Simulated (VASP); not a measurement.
**HfN: single point with PBE**

Crystal: HfN.

```
Hf N
1.0
     0.00000    2.21430    2.21430
     2.21430    0.00000    2.21430
     2.21430    2.21430    0.00000
Hf N
1 1
Direct
  0.00000 0.00000 0.00000
  0.50000 0.50000 0.50000
```

* Program: VASP 6.6.1
* Task: single point
* Functional: PBE
* Potentials or basis: VASP PAW PBE potentials, release 64 (Hf_pv, N)
* Cutoff: 520 eV
* k mesh: 16 × 16 × 16
* Occupations: fermi-dirac, width 0.15 eV
* Spin: no spin polarisation
* Dipole correction: no
* Further INCAR settings: ALGO = Normal; EDIFF = 1e-07; NBANDS = 14

```
Pressure : 22.5 GPa
```

Levels at points of the mesh, in eV from the Fermi level:
```csv
k point,band 5,band 6,band 7,band 8,band 9,band 10,band 11,band 12
"(0.00, 0.00, 0.00)",-3.11,-3.11,-3.11,-0.39,-0.39,-0.39,2.11,2.11
"(0.50, 0.00, 0.00)",-9.25,-6.50,-6.50,3.55,4.01,4.01,4.75,9.57
"(0.50, 0.50, 0.00)",-5.39,-4.09,-3.73,-3.73,4.43,6.00,6.00,6.32
```

Run time: 15 s on 1 thread of Intel(R) Xeon(R) 6975P-C (Granite Rapids), with other jobs on the host, peak memory 0.17 GiB.

Caveat: spin-orbit coupling is left out, which moves the levels of the heavy elements.
